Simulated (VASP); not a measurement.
# PtS2 in VASP: single point with PBE+D3(BJ)

Aim: the single point of PtS2 with PBE+D3(BJ).

Everything below comes from runs of VASP 6.6.1. Logs are shortened: lines on timing, memory, paths and dates and some standing lists are left out, and cuts for length are marked.

## Step 1: The cell of the first run

The cell holds a slab with vacuum, 6 atoms: a = 3.542 Å, b = 3.542 Å, c = 22.467 Å, α = 90.00°, β = 90.00°, γ = 120.00°.

## Step 2: Single point, PBE+D3(BJ)

INCAR

```
PREC = Accurate
ENCUT = 520
EDIFF = 1E-6
ISMEAR = 0
SIGMA = 0.05
LREAL = F
LASPH = T
NELM = 60
ALGO = Normal
ISIF = 2
LWAVE = F
LCHARG = F
LDIPOL = T
IDIPOL = 3
DIPOL = 0.5 0.5 0.392
GGA = PE
IVDW = 12
NBANDS = 31
```

KPOINTS

```
Automatic mesh
0
Gamma
  9 9 1
```

POSCAR

```
PtS2
1.0
    3.5415269801      0.0000000000      0.0000000000
   -1.7707634901      3.0670523330      0.0000000000
    0.0000000000      0.0000000000     22.4670671688
S Pt
4 2
Direct
    0.6666666667      0.3333333333      0.2002931654
    0.3333333333      0.6666666667      0.3108342327
    0.5000000000      1.3333333333      0.4728491487
    0.8333333333      1.0000000000      0.5833902160
    0.0000000000      0.0000000000      0.2555636990
    1.1666666667      1.6666666667      0.5281196824
```

Potentials or basis: VASP PAW PBE potentials, release 64 (S, Pt).

Run with:

```sh
> cat potpaw_PBE.64/S/POTCAR potpaw_PBE.64/Pt/POTCAR > POTCAR
> mpirun -np 1 vasp_std > vasp.out
```

OUTCAR:

```text
PREC = Accurate
   ENCUT = 520
   EDIFF = 1E-6
   ISMEAR = 0
   LREAL = F
   LASPH = T
   NELM = 60
   ISIF = 2
   GGA = PE
   IVDW = 12
 IVDW          = 12

 ion  position               nearest neighbor table
   1  0.667  0.333  0.200-   5 2.39   5 2.39   5 2.39
   2  0.333  0.667  0.311-   5 2.39   5 2.39   5 2.39
   3  0.500  0.333  0.473-   6 2.39   6 2.39   6 2.39
   4  0.833  0.000  0.583-   6 2.39   6 2.39   6 2.39
   5  0.000  0.000  0.256-   1 2.39   1 2.39   1 2.39   2 2.39   2 2.39   2 2.39
   6  0.167  0.667  0.528-   4 2.39   4 2.39   4 2.39   3 2.39   3 2.39   3 2.39

  LATTYP: Found a hexagonal cell.
 ALAT       =     3.5415269801
 C/A-ratio  =     6.3438927036

  Lattice vectors:

 A1 = (   3.5415269801,   0.0000000000,   0.0000000000)
 A2 = (  -1.7707634901,   3.0670523330,   0.0000000000)
 A3 = (   0.0000000000,   0.0000000000,  22.4670671688)

Analysis of symmetry for initial positions (statically):
=====================================================================
 Subroutine PRICEL returns:
 Original cell was already a primitive cell.

 Routine SETGRP: Setting up the symmetry group for a
 hexagonal supercell.

 Subroutine GETGRP returns: Found  1 space group operations
 (whereof  1 operations were pure point group operations)
 out of a pool of 24 trial point group operations.

The static configuration has the point symmetry C_1 .

Analysis of symmetry for dynamics (positions and initial velocities):
=====================================================================
 Subroutine PRICEL returns:
 Original cell was already a primitive cell.

 Routine SETGRP: Setting up the symmetry group for a
 hexagonal supercell.

 Subroutine GETGRP returns: Found  1 space group operations
 (whereof  1 operations were pure point group operations)
 out of a pool of 24 trial point group operations.

The dynamic configuration has the point symmetry C_1 .

 Subroutine INISYM returns: Found  1 space group operations
 (whereof  1 operations are pure point group operations),
 and found     1 'primitive' translations

----------------------------------------------------------------------------------------

                                     Primitive cell

  volume of cell :     244.0384

  direct lattice vectors                    reciprocal lattice vectors
     3.541526980  0.000000000  0.000000000     0.282364078  0.163022976  0.000000000
    -1.770763490  3.067052333  0.000000000     0.000000000  0.326045953  0.000000000
     0.000000000  0.000000000 22.467067169     0.000000000  0.000000000  0.044509592

  length of vectors
     3.541526980  3.541526980 22.467067169     0.326045953  0.326045953  0.044509592

  position of ions in fractional coordinates (direct lattice)
     0.666666667  0.333333333  0.200293165
     0.333333333  0.666666667  0.310834233
     0.500000000  0.333333333  0.472849149
     0.833333333  0.000000000  0.583390216
     0.000000000  0.000000000  0.255563699
     0.166666667  0.666666667  0.528119682

  ion indices of the primitive-cell ions
   primitive index   ion index
                 1           1
                 2           2
                 3           3
                 4           4
                 5           5
                 6           6

----------------------------------------------------------------------------------------

 KPOINTS: Automatic mesh

Automatic generation of k-mesh.
 Grid dimensions read from file:
 generate k-points for:    9    9    1

 Generating k-lattice:

  Cartesian coordinates                     Fractional coordinates (reciprocal lattice)
     0.031373786  0.018113664  0.000000000     0.111111111  0.000000000  0.000000000
     0.000000000  0.036227328  0.000000000     0.000000000  0.111111111  0.000000000
     0.000000000  0.000000000  0.044509592     0.000000000  0.000000000  1.000000000

  Length of vectors
     0.036227328  0.036227328  0.044509592

  Shift w.r.t. Gamma in fractional coordinates (k-lattice)
     0.000000000  0.000000000  0.000000000

 Subroutine IBZKPT returns following result:
 ===========================================

 Found     41 irreducible k-points:

 Following reciprocal coordinates:
            Coordinates               Weight
  0.000000  0.000000  0.000000      1.000000
  0.111111  0.000000  0.000000      2.000000
  0.000000  0.111111  0.000000      2.000000
 -0.111111  0.111111  0.000000      2.000000
  0.222222  0.000000  0.000000      2.000000
  0.000000  0.222222  0.000000      2.000000
[... 16 lines left out ...]
  0.333333  0.111111  0.000000      2.000000
 -0.111111  0.444444  0.000000      2.000000
 [... further k-points ...]
   k-points           NKPTS =     41   k-points in BZ     NKDIM =     41   number of bands    NBANDS=     31
   number of dos      NEDOS =    301   number of ions     NIONS =      6
   total plane-waves  NPLWV = 131712
   dimension x,y,z NGX =    28 NGY =   28 NGZ =  168
   dimension x,y,z NGXF=    56 NGYF=   56 NGZF=  336
   ions per type =               4   2
   NGX,Y,Z   is equivalent  to a cutoff of  13.14, 13.14, 12.43 a.u.
   NGXF,Y,Z  is equivalent  to a cutoff of  26.29, 26.29, 24.86 a.u.
 SYSTEM =  unknown system
   PREC   = accura    normal or accurate (medium, high low for compatibility)
   ISTART =      0    job   : 0-new  1-cont  2-samecut
   ICHARG =      2    charge: 1-file 2-atom 10-const
   ISPIN  =      1    spin polarized calculation?
   LNONCOLLINEAR =      F non collinear calculations
   LSORBIT =      F    spin-orbit coupling
   LASPH  =      T    aspherical Exc in radial PAW
   ENCUT  =  520.0 eV  38.22 Ry    6.18 a.u.   6.58  6.58 41.77*2*pi/ulx,y,z
   NELM   =     60;   NELMIN=  2; NELMDL= -5     # of ELM steps
   EDIFF  = 0.1E-05   stopping-criterion for ELM
   LREAL  =      F    real-space projection
   EDIFFG = 0.1E-04   stopping-criterion for IOM
   NSW    =      0    number of steps for IOM
   IBRION =     -1    ionic relax: 0-MD 1-quasi-New 2-CG
   NFREE  =      0    steps in history (QN), initial steepest desc. (CG)
   ISIF   =      2    stress and relaxation
   ISYM   =      2    0-nonsym 1-usesym 2-fastsym
   POTIM  = 0.5000    time-step for ionic-motion
   TEBEG  =    0.0;   TEEND  =   0.0 temperature during run
   PSTRESS=    0.0 pullay stress
   NELECT =      44.0000    total number of electrons
   NUPDOWN=      -1.0000    fix difference up-down
   EMIN   =  10.00;   EMAX   =-10.00  energy-range for DOS
   EFERMI =   0.00;   METHOD = LEGACY
   ISMEAR =     0;   SIGMA  =   0.05  broadening in eV -4-tet -1-fermi 0-gaus
   EFERMI_NEDOS =   21; number of points for ismear=-14 and -15
   IALGO  =     38    algorithm
   IMIX   =      4    mixing-type and parameters
     AMIX     =   0.40;   BMIX     =  1.00
     AMIX_MAG =   1.60;   BMIX_MAG =  1.00
  volume/ion in A,a.u.               =      40.67       274.48
  Fermi-wavevector in a.u.,A,eV,Ry     =   0.924854  1.747720 11.637801  0.855354
  Thomas-Fermi vector in A             =   2.050645
   LORBIT       =      0    0 simple, 1 ext, 2 COOP (PROOUT), +10 PAW based schemes
   GGA     = PE    functional components
   LHFCALC =     F    Hartree Fock is set to
   AEXX    =    0.0000 exact exchange contribution
   IVDW    =    12    specifies the selected vdW correction
   LEPSILON=     F    determine dielectric tensor
   LRPA    =     F    only Hartree local field effects (RPA)
 non-spin polarized calculation
 Gauss-broadening in eV      SIGMA  =   0.05
  energy-cutoff  :      520.00
  volume of cell :      244.04
 maximum number of plane-waves:      6671
   NGX = 13   NGY = 13   NGZ = 83

 number of electron      44.0000000 magnetization

 dipolmoment           0.000000      0.000000     -0.000904 electrons x Angstroem

 Free energy of the ion-electron system (eV)
  ---------------------------------------------------
  ext. energy  EPLUGINS =         0.00000000
  ---------------------------------------------------
  free energy    TOTEN  =       -30.90797075 eV

  energy without entropy =      -30.90797075  energy(sigma->0) =      -30.90797075

 E-fermi :  -0.4038     XC(G=0):  -5.4820

 val. band max:       -0.6777486784   @ k =   0.1111   0.1111   0.0000
 cond. band min:       0.8630383849   @ k =   0.2222   0.0000   0.0000
 fundamental gap:      1.5407870633
 Fermi energy:        -0.4037940440

 k-point     1 :       0.0000    0.0000    0.0000
  band No.  band energies     occupation
      1     -14.9026      2.00000
      2     -14.8728      2.00000
      3     -12.7209      2.00000
      4     -12.6546      2.00000
      5      -6.3959      2.00000
      6      -6.3955      2.00000
[... 23 lines left out ...]
     30       5.3370      0.00000
     31       5.5435      0.00000

 k-point     2 :       0.1111    0.0000    0.0000
  band No.  band energies     occupation
      1     -14.7484      2.00000
      2     -14.7184      2.00000
      3     -12.7502      2.00000
      4     -12.6892      2.00000
      5      -6.3947      2.00000
      6      -6.3678      2.00000
[... 23 lines left out ...]
     30       5.9597      0.00000
     31       5.9928      0.00000

 k-point     3 :       0.0000    0.1111    0.0000
  band No.  band energies     occupation
      1     -14.7483      2.00000
      2     -14.7185      2.00000
      3     -12.7499      2.00000
      4     -12.6895      2.00000
      5      -6.3944      2.00000
      6      -6.3681      2.00000
[... 703 lines left out ...]
     30       6.9530      0.00000
     31       7.3116      0.00000

 k-point    24 :      -0.1111    0.4444    0.0000
  band No.  band energies     occupation
      1     -13.4220      2.00000
      2     -13.3996      2.00000
      3     -12.9317      2.00000
      4     -12.9085      2.00000
      5      -6.7286      2.00000
      6      -6.7076      2.00000
[... 23 lines left out ...]
     30       6.9006      0.00000
     31       7.3190      0.00000

 [... further k-points ...]

------------------------ aborting loop because EDIFF is reached ----------------------------------------

 vacuum level on the upper side and lower side of the slab       (xc-potential included)        -0.207        -0.199

 Edisp (eV)   -1.86009

 E8    (eV) :    -0.7715

  FORCE on cell =-STRESS in cart. coord.  units (eV):
  Direction    XX          YY          ZZ          XY          YZ          ZX
  --------------------------------------------------------------------------------------
  -------------------------------------------------------------------------------------
  Total      -0.48856    -0.48299    -0.86654    -0.01973    -0.02512     0.04061
  in kB      -3.20751    -3.17097    -5.68904    -0.12956    -0.16491     0.26661
  external pressure =       -4.02 kB  Pullay stress =        0.00 kB

 VOLUME and BASIS-vectors are now :
 -----------------------------------------------------------------------------
  energy-cutoff  :      520.00
  volume of cell :      244.04
      direct lattice vectors                 reciprocal lattice vectors
     3.541526980  0.000000000  0.000000000     0.282364078  0.163022976  0.000000000
    -1.770763490  3.067052333  0.000000000     0.000000000  0.326045953  0.000000000
     0.000000000  0.000000000 22.467067169     0.000000000  0.000000000  0.044509592

 POSITION                                       TOTAL-FORCE (eV/Angst)
 -----------------------------------------------------------------------------------
      1.77076      1.02235      4.50000        -0.005634      0.001666      0.041862
     -0.00000      2.04470      6.98353        -0.012423      0.005950      0.019979
      1.18051      1.02235     10.62353         0.007823     -0.006529     -0.023101
      2.95127      0.00000     13.10707         0.001303     -0.002449     -0.043235
      0.00000      0.00000      5.74177         0.008569     -0.001843      0.063587
     -0.59025      2.04470     11.86530         0.000361      0.003206     -0.059092
 -----------------------------------------------------------------------------------
    total drift:                               -0.000042      0.000112      0.000042

  FREE ENERGIE OF THE ION-ELECTRON SYSTEM (eV)
  ---------------------------------------------------
  free  energy   TOTEN  =       -32.7680589776 eV

  energy  without entropy=      -32.7680589776  energy(sigma->0) =      -32.76805898

 vacuum level on the upper side and lower side of the slab         5.289         5.299
```

Run time: 4.8 min. Hardware: 1 thread of Intel Xeon Platinum 8488C (Sapphire Rapids), shared host; peak memory 0.5 GiB.

What came out:

| Quantity | Value |
| --- | --- |
| Free energy | -32.7681 eV |
| Largest force | 0.064 eV/Å |
| Band gap on the k mesh | 1.54 eV, indirect (least direct gap 1.64 eV) |
| Dispersion energy per atom | -0.310 eV |

Forces on the atoms (eV/Å):
```
S   -0.006  0.002  0.042
S   -0.012  0.006  0.020
S    0.008 -0.007 -0.023
S    0.001 -0.002 -0.043
Pt   0.009 -0.002  0.064
Pt   0.000  0.003 -0.059
```

Caveat: spin-orbit coupling is left out, which moves the levels of the heavy elements.
